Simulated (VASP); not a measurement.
# Ir in VASP: further runs

Ir is run at these levels: PBEsol; tasks: single point.

Everything below comes from runs of VASP 6.6.1. Logs are shortened: lines on timing, memory, paths and dates and some standing lists are left out, and cuts for length are marked.

## 1. The cell of the first run

Symmetry: Fm-3m, No. 225, cubic system. The conventional cell has a = 3.647 Å, b = 3.647 Å, c = 3.647 Å, α = 90.00°, β = 90.00°, γ = 90.00°. Within 3.4 Å of Ir (site symmetry m-3m) lie 12 Ir at 2.58 Å.

## 2. Single point, PBEsol (strain -0.050 along x and y, -0.050 along z)

INCAR

```
SYSTEM = Ir
PREC     = Accurate       ! precision mode
ENCUT    = 520            ! plane-wave cutoff, eV
EDIFF    = 1E-6           ! SCF threshold, eV
ISMEAR   = 0              ! smearing method
SIGMA    = 0.15           ! smearing width, eV
LREAL    = .False.        ! projectors in reciprocal space
LASPH    = .True.         ! aspherical terms in the spheres
NELM     = 80             ! most SCF steps
ALGO     = Normal         ! electronic algorithm
ISIF     = 2              ! what is computed and relaxed
LWAVE    = .False.        ! write WAVECAR
LCHARG   = .False.        ! write CHGCAR
GGA      = PS             ! functional
NBANDS   = 10             ! bands
```

KPOINTS

```
regular mesh
0
Gamma
  22 22 22
  0 0 0
```

POSCAR

```
Ir
1.0
    0.0000000000      1.8237150000      1.8237150000
    1.8237150000      0.0000000000      1.8237150000
    1.8237150000      1.8237150000      0.0000000000
Ir
1
Direct
    0.0000000000      0.0000000000      0.0000000000
```

Potentials or basis: VASP PAW PBE potentials, release 64 (Ir).

Run with:

```sh
cat potpaw_PBE.64/Ir/POTCAR > POTCAR
mpirun -np 1 vasp_std > vasp.out
```

OUTCAR:

```text
SYSTEM = Ir
   PREC = Accurate
   ENCUT = 520
   EDIFF = 1E-6
   ISMEAR = 0
   LREAL = .False.
   LASPH = .True.
   NELM = 80
   ISIF = 2
   GGA = PS

 ion  position               nearest neighbor table
   1  0.000  0.000  0.000-

  LATTYP: Found a face centered cubic cell.
 ALAT       =     3.6474300000

  Lattice vectors:

 A1 = (   0.0000000000,   1.8237150000,   1.8237150000)
 A2 = (   1.8237150000,   0.0000000000,   1.8237150000)
 A3 = (   1.8237150000,   1.8237150000,   0.0000000000)

Analysis of symmetry for initial positions (statically):
=====================================================================
 Subroutine PRICEL returns:
 Original cell was already a primitive cell.

 Routine SETGRP: Setting up the symmetry group for a
 face centered cubic supercell.

 Subroutine GETGRP returns: Found 48 space group operations
 (whereof 48 operations were pure point group operations)
 out of a pool of 48 trial point group operations.

The static configuration has the point symmetry O_h .

Analysis of symmetry for dynamics (positions and initial velocities):
=====================================================================
 Subroutine PRICEL returns:
 Original cell was already a primitive cell.

 Routine SETGRP: Setting up the symmetry group for a
 face centered cubic supercell.

 Subroutine GETGRP returns: Found 48 space group operations
 (whereof 48 operations were pure point group operations)
 out of a pool of 48 trial point group operations.

The dynamic configuration has the point symmetry O_h .

 Subroutine INISYM returns: Found 48 space group operations
 (whereof 48 operations are pure point group operations),
 and found     1 'primitive' translations

----------------------------------------------------------------------------------------

                                     Primitive cell

  volume of cell :      12.1311

  direct lattice vectors                    reciprocal lattice vectors
     0.000000000  1.823715000  1.823715000    -0.274165645  0.274165645  0.274165645
     1.823715000  0.000000000  1.823715000     0.274165645 -0.274165645  0.274165645
     1.823715000  1.823715000  0.000000000     0.274165645  0.274165645 -0.274165645

  length of vectors
     2.579122487  2.579122487  2.579122487     0.474868828  0.474868828  0.474868828

  position of ions in fractional coordinates (direct lattice)
     0.000000000  0.000000000  0.000000000

  ion indices of the primitive-cell ions
   primitive index   ion index
                 1           1

----------------------------------------------------------------------------------------

 KPOINTS: regular mesh

Automatic generation of k-mesh.
 Grid dimensions read from file:
 generate k-points for:   22   22   22

 Generating k-lattice:

  Cartesian coordinates                     Fractional coordinates (reciprocal lattice)
    -0.012462075  0.012462075  0.012462075     0.045454545  0.000000000  0.000000000
     0.012462075 -0.012462075  0.012462075     0.000000000  0.045454545  0.000000000
     0.012462075  0.012462075 -0.012462075     0.000000000  0.000000000  0.045454545

  Length of vectors
     0.021584947  0.021584947  0.021584947

  Shift w.r.t. Gamma in fractional coordinates (k-lattice)
     0.000000000  0.000000000  0.000000000

 Subroutine IBZKPT returns following result:
 ===========================================

 Found    328 irreducible k-points:

 Following reciprocal coordinates:
            Coordinates               Weight
  0.000000  0.000000  0.000000      1.000000
  0.045455  0.000000  0.000000      8.000000
  0.090909  0.000000  0.000000      8.000000
  0.136364  0.000000  0.000000      8.000000
  0.181818  0.000000  0.000000      8.000000
  0.227273  0.000000  0.000000      8.000000
[... 16 lines left out ...]
  0.500000  0.045455  0.000000     24.000000
 -0.454545  0.045455  0.000000     24.000000
 [... further k-points ...]
   k-points           NKPTS =    328   k-points in BZ     NKDIM =    328   number of bands    NBANDS=     10
   number of dos      NEDOS =    301   number of ions     NIONS =      1
   total plane-waves  NPLWV =   8000
   dimension x,y,z NGX =    20 NGY =   20 NGZ =   20
   dimension x,y,z NGXF=    40 NGYF=   40 NGZF=   40
   ions per type =               1
   NGX,Y,Z   is equivalent  to a cutoff of  12.89, 12.89, 12.89 a.u.
   NGXF,Y,Z  is equivalent  to a cutoff of  25.78, 25.78, 25.78 a.u.
 SYSTEM =  Ir
   PREC   = accura    normal or accurate (medium, high low for compatibility)
   ISTART =      0    job   : 0-new  1-cont  2-samecut
   ICHARG =      2    charge: 1-file 2-atom 10-const
   ISPIN  =      1    spin polarized calculation?
   LNONCOLLINEAR =      F non collinear calculations
   LSORBIT =      F    spin-orbit coupling
   LASPH  =      T    aspherical Exc in radial PAW
   ENCUT  =  520.0 eV  38.22 Ry    6.18 a.u.   4.80  4.80  4.80*2*pi/ulx,y,z
   NELM   =     80;   NELMIN=  2; NELMDL= -5     # of ELM steps
   EDIFF  = 0.1E-05   stopping-criterion for ELM
   LREAL  =      F    real-space projection
   EDIFFG = 0.1E-04   stopping-criterion for IOM
   NSW    =      0    number of steps for IOM
   IBRION =     -1    ionic relax: 0-MD 1-quasi-New 2-CG
   NFREE  =      0    steps in history (QN), initial steepest desc. (CG)
   ISIF   =      2    stress and relaxation
   ISYM   =      2    0-nonsym 1-usesym 2-fastsym
   POTIM  = 0.5000    time-step for ionic-motion
   TEBEG  =    0.0;   TEEND  =   0.0 temperature during run
   PSTRESS=    0.0 pullay stress
   NELECT =       9.0000    total number of electrons
   NUPDOWN=      -1.0000    fix difference up-down
   EMIN   =  10.00;   EMAX   =-10.00  energy-range for DOS
   EFERMI =   0.00;   METHOD = LEGACY
   ISMEAR =     0;   SIGMA  =   0.15  broadening in eV -4-tet -1-fermi 0-gaus
   EFERMI_NEDOS =   21; number of points for ismear=-14 and -15
   IALGO  =     38    algorithm
   IMIX   =      4    mixing-type and parameters
     AMIX     =   0.40;   BMIX     =  1.00
     AMIX_MAG =   1.60;   BMIX_MAG =  1.00
  volume/ion in A,a.u.               =      12.13        81.86
  Fermi-wavevector in a.u.,A,eV,Ry     =   1.482024  2.800620 29.883788  2.196396
  Thomas-Fermi vector in A             =   2.595862
   LORBIT       =      0    0 simple, 1 ext, 2 COOP (PROOUT), +10 PAW based schemes
   GGA     = PS    functional components
   LHFCALC =     F    Hartree Fock is set to
   AEXX    =    0.0000 exact exchange contribution
   IVDW    =     0    specifies the selected vdW correction
   LEPSILON=     F    determine dielectric tensor
   LRPA    =     F    only Hartree local field effects (RPA)
 non-spin polarized calculation
 Gauss-broadening in eV      SIGMA  =   0.15
  energy-cutoff  :      520.00
  volume of cell :       12.13
 maximum number of plane-waves:       335
   NGX =  9   NGY =  9   NGZ =  9

 number of electron       9.0000001 magnetization

 Free energy of the ion-electron system (eV)
  ---------------------------------------------------
  ext. energy  EPLUGINS =         0.00000000
  ---------------------------------------------------
  free energy    TOTEN  =        -9.37447909 eV

  energy without entropy =       -9.36511865  energy(sigma->0) =       -9.36979887

 E-fermi :  13.1105     XC(G=0): -15.0180

 val. band max:       13.1096998635   @ k =   0.3636   0.2273   0.0000
 cond. band min:      13.1260491186   @ k =  -0.1818   0.1364   0.0455
 fundamental gap:      0.0163492551
 Fermi energy:        13.1105338633

 k-point     1 :       0.0000    0.0000    0.0000
  band No.  band energies     occupation
      1       0.2032      2.00000
      2       8.2051      2.00000
      3       8.2051      2.00000
      4       8.2051      2.00000
      5      11.6608      2.00000
      6      11.6608      2.00000
      7      27.0287      0.00000
      8      33.5639      0.00000
      9      33.5639      0.00000
     10      33.5639      0.00000

 k-point     2 :       0.0455    0.0000    0.0000
  band No.  band energies     occupation
      1       0.3130      2.00000
      2       8.1394      2.00000
      3       8.2557      2.00000
      4       8.2557      2.00000
      5      11.6228      2.00000
      6      11.6228      2.00000
      7      27.2323      0.00000
      8      32.9891      0.00000
      9      33.7551      0.00000
     10      33.7551      0.00000

 k-point     3 :       0.0909    0.0000    0.0000
  band No.  band energies     occupation
      1       0.6333      2.00000
      2       7.9632      2.00000
      3       8.3950      2.00000
      4       8.3950      2.00000
      5      11.5282      2.00000
      6      11.5282      2.00000
      7      27.8092      0.00000
      8      31.7935      0.00000
      9      34.3168      0.00000
     10      34.3168      0.00000

 k-point     4 :       0.1364    0.0000    0.0000
  band No.  band energies     occupation
      1       1.1344      2.00000
      2       7.7359      2.00000
      3       8.5815      2.00000
      4       8.5815      2.00000
      5      11.4364      2.00000
      6      11.4364      2.00000
      7      28.6176      0.00000
      8      30.5525      0.00000
      9      35.2159      0.00000
     10      35.2159      0.00000
[... 222 lines left out ...]
 k-point    22 :       0.4545    0.0455    0.0000
  band No.  band energies     occupation
      1       3.3307      2.00000
      2       8.0003      2.00000
      3       8.2110      2.00000
      4      10.9682      2.00000
      5      14.2680      0.00000
      6      14.3445      0.00000
      7      22.7686      0.00000
      8      27.1463      0.00000
      9      34.3906      0.00000
     10      34.9030      0.00000

 k-point    23 :       0.5000    0.0455    0.0000
  band No.  band energies     occupation
      1       3.3064      2.00000
      2       7.9514      2.00000
      3       8.1407      2.00000
      4      11.5118      2.00000
      5      14.3609      0.00000
      6      14.7721      0.00000
      7      22.1056      0.00000
      8      26.8322      0.00000
      9      34.1575      0.00000
     10      34.1996      0.00000

 k-point    24 :      -0.4545    0.0455    0.0000
  band No.  band energies     occupation
      1       3.3127      2.00000
      2       7.9768      2.00000
      3       8.1390      2.00000
      4      11.4178      2.00000
      5      14.1723      0.00000
      6      14.8264      0.00000
      7      22.2531      0.00000
      8      26.8948      0.00000
      9      34.0461      0.00000
     10      34.5067      0.00000

 [... further k-points ...]

------------------------ aborting loop because EDIFF is reached ----------------------------------------

  FORCE on cell =-STRESS in cart. coord.  units (eV):
  Direction    XX          YY          ZZ          XY          YZ          ZX
  --------------------------------------------------------------------------------------
  -------------------------------------------------------------------------------------
  Total        6.4239477      6.4239477      6.4239477     -0.0000000      0.0000000      0.0000000
  in kB      848.4215194    848.4215194    848.4215194     -0.0000000      0.0000000      0.0000000
  external PRESSURE =     848.4215194 kB  Pullay stress =       0.0000000 kB

 VOLUME and BASIS-vectors are now :
 -----------------------------------------------------------------------------
  energy-cutoff  :      520.00
  volume of cell :       12.13
      direct lattice vectors                 reciprocal lattice vectors
     0.000000000  1.823715000  1.823715000    -0.274165645  0.274165645  0.274165645
     1.823715000  0.000000000  1.823715000     0.274165645 -0.274165645  0.274165645
     1.823715000  1.823715000  0.000000000     0.274165645  0.274165645 -0.274165645

 POSITION                                       TOTAL-FORCE (eV/Angst)
 -----------------------------------------------------------------------------------
      0.00000      0.00000      0.00000         0.000000      0.000000     -0.000000
 -----------------------------------------------------------------------------------
    total drift:                               -0.000000     -0.000000     -0.000000

  FREE ENERGIE OF THE ION-ELECTRON SYSTEM (eV)
  ---------------------------------------------------
  free  energy   TOTEN  =        -9.3744790857 eV

  energy  without entropy=       -9.3651186535  energy(sigma->0) =       -9.36979887
```

Wall time 20 s (1 thread of AMD EPYC 9R45 (Zen 5), shared host); peak memory 0.13 GiB.

What came out:

| Property | Result |
| --- | --- |
| Free energy | -9.3745 eV |
| Pressure | 84.8 GPa |
| Band gap on the k mesh | zero (an odd number of electrons rules out a gap without spin polarisation) |

Caveat: the cell differs from its parent crystal (strain -0.050 along x and y, -0.050 along z); the cell stands under pressure; the PAW data sets were made with another functional, which shifts forces and pressure a little; spin-orbit coupling is left out, which moves the levels of the heavy elements.

## 3. Single point, PBEsol (strain +0.025 along x and y, +0.025 along z)

INCAR

```
SYSTEM = Ir
PREC = Accurate
ENCUT = 520
EDIFF = 1E-6
ISMEAR = 0
SIGMA = 0.15
LREAL = .False.
LASPH = .True.
NELM = 100
ALGO = Normal
ISIF = 2
LWAVE = .False.
LCHARG = .False.
GGA = PS
NBANDS = 10
```

KPOINTS

```
Automatic mesh
0
Gamma
  22 22 22
  0 0 0
```

POSCAR

```
Ir
1.0
    0.0000000000      1.9676925000      1.9676925000
    1.9676925000      0.0000000000      1.9676925000
    1.9676925000      1.9676925000      0.0000000000
Ir
1
Direct
    0.0000000000      0.0000000000      0.0000000000
```

Potentials or basis: VASP PAW PBE potentials, release 64 (Ir).

Run with:

```sh
cat potpaw_PBE.64/Ir/POTCAR > POTCAR
mpirun -np 1 vasp_std > vasp.out
```

It took 32 s on 1 thread of AMD EPYC 9R45 (Zen 5), shared host; peak memory 0.16 GiB.

It converged, with:

```yaml
Free_energy: -9.7256 eV
Pressure: -24.9 GPa
Band_gap_on_the_k_mesh: zero (an odd number of electrons rules out a gap without spin polarisation)
```

Levels at points of the mesh, in eV from the Fermi level:
| k point | band 1 | band 2 | band 3 | band 4 | band 5 | band 6 | band 7 | band 8 |
| --- | --- | --- | --- | --- | --- | --- | --- | --- |
| (0.00, 0.00, 0.00) | -10.37 | -3.45 | -3.45 | -3.45 | -1.04 | -1.04 | 14.47 | 19.60 |
| (0.50, 0.00, 0.00) | -7.35 | -3.53 | -3.53 | -0.59 | 0.81 | 0.81 | 6.53 | 13.98 |
| (0.50, 0.50, 0.00) | -7.09 | -6.56 | 0.79 | 1.31 | 1.31 | 1.70 | 9.51 | 11.34 |

Caveat: the cell differs from its parent crystal (strain +0.025 along x and y, +0.025 along z); the cell stands under tension; the PAW data sets were made with another functional, which shifts forces and pressure a little; spin-orbit coupling is left out, which moves the levels of the heavy elements.

## 4. Single point, PBEsol (strain +0.050 along x and y, +0.050 along z)

INCAR

```
PREC     = Accurate       # precision mode
ENCUT    = 520            # plane-wave cutoff, eV
EDIFF    = 1E-6           # SCF threshold, eV
ISMEAR   = 0              # smearing method
SIGMA    = 0.15           # smearing width, eV
LREAL    = False          # projectors in reciprocal space
LASPH    = True           # aspherical terms in the spheres
NELM     = 80             # most SCF steps
ALGO     = Normal         # electronic algorithm
ISIF     = 2              # what is computed and relaxed
LWAVE    = False          # write WAVECAR
LCHARG   = False          # write CHGCAR
GGA      = PS             # functional
NBANDS   = 10             # bands
```

KPOINTS

```
regular mesh
0
Gamma
  22 22 22
```

POSCAR

```
Ir
1.0
    0.0000000000      2.0156850000      2.0156850000
    2.0156850000      0.0000000000      2.0156850000
    2.0156850000      2.0156850000      0.0000000000
Ir
1
Direct
    0.0000000000      0.0000000000      0.0000000000
```

Run with:

```sh
cat potpaw_PBE.64/Ir/POTCAR > POTCAR
mpirun -np 1 vasp_std > vasp.out
```

Wall time 31 s (1 thread of AMD EPYC 9R45 (Zen 5), shared host); peak memory 0.16 GiB.

The run converged. Its results:

```yaml
Free_energy: -9.4911 eV
Pressure: -39.7 GPa
Band_gap_on_the_k_mesh: zero (an odd number of electrons rules out a gap without spin polarisation)
```

Levels at points of the mesh, in eV from the Fermi level:
```tsv
k point	band 1	band 2	band 3	band 4	band 5	band 6	band 7	band 8	band 9
(0.00, 0.00, 0.00)	-9.65	-3.09	-3.09	-3.09	-0.94	-0.94	14.54	19.26	19.26
(0.50, 0.00, 0.00)	-6.67	-3.15	-3.15	-0.38	0.70	0.70	5.89	14.04	18.50
(0.50, 0.50, 0.00)	-6.36	-5.87	0.68	1.14	1.14	1.75	8.64	11.02	11.02
```

Caveat: the cell differs from its parent crystal (strain +0.050 along x and y, +0.050 along z); the cell stands under tension; the PAW data sets were made with another functional, which shifts forces and pressure a little; spin-orbit coupling is left out, which moves the levels of the heavy elements.

[end of part 1 of 2]
